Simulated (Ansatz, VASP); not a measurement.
**TlBr in VASP and in Ansatz**

File POSCAR:

```
TlBr
1.0
    3.1589280934      0.0000000000      0.0000000000
    0.0000000000      3.1589280934      0.0000000000
    0.0000000000      0.0000000000      3.1589280934
Tl Br
1 1
Direct
    0.0000000000      0.0000000000      0.0000000000
    0.5000000000      0.5000000000      0.5000000000
```

INCAR.step1

```
ALGO = Normal
EDIFF = 1E-5
ENCUT = 440
GGA = PE
GGA_COMPAT = F
ISMEAR = -1
LASPH = T
LCHARG = F
LREAL = F
LWAVE = T
NBANDS = 17
NELM = 120
PREC = Accurate
SIGMA = 0.03
```

The input INCAR.step2:

```
ALGO = Normal
EDIFF = 1E-8
ENCUT = 440
GGA_COMPAT = F
ISIF = 2
ISMEAR = -1
ISTART = 1
LASPH = T
LCHARG = F
LEFG = T
LMIXTAU = T
LREAL = F
LWAVE = F
METAGGA = R2SCAN
NBANDS = 17
NELM = 120
PREC = Accurate
SIGMA = 0.03
```

File KPOINTS:

```
k-points
0
Gamma
  7 7 7
```

Input for Ansatz:

```yaml
crystal:
  lattice:
    - [3.1589280934, 0.0, 0.0]
    - [0.0, 3.1589280934, 0.0]
    - [0.0, 0.0, 3.1589280934]
  atoms:
    - { symbol: Tl, position: [0.0, 0.0, 0.0] }
    - { symbol: Br, position: [0.5, 0.5, 0.5] }
kpoints:
  mp_grid: { grid: [7, 7, 7] }
scf:
  occupations: { method: fermi_dirac, width: 0.03 }
hamiltonian:
  xc: r2scan
  pseudopotentials: { kind: all_electron, datasets: crystal }
output:
  forces: true
  stress: true
  eigenvalues: true
  efg: { contact_densities: true }
```

Change from the starting cell: volume scaled by 0.5, crystal datasets.

Alike in both runs: task electric field gradients; functional r2SCAN; k mesh 7 × 7 × 7; occupations fermi-dirac, width 0.03 eV; no spin polarisation.

|  | VASP | Ansatz |
| --- | --- | --- |
| version | VASP 6.6.1 | Ansatz 0.2.0 |
| potentials or method | VASP PAW PBE potentials, release 64 (Tl_d, Br), cutoff 440 eV | all-electron PAW with datasets made for the crystal, scalar-relativistic |

VASP gave:

- pressure (GPa): 96.7

Task: Which values does Ansatz return?

Result: Pressure (GPa): 96.1.

VASP's potentials were made for PBE, not for r2SCAN. Both programs put the cell under a high pressure, so it lies far from rest at this level. Ansatz ran all-electron here, and VASP with PAW potentials.

Neither program's run includes spin-orbit coupling. Noted on VASP's run: the cell as given lies far from equilibrium.
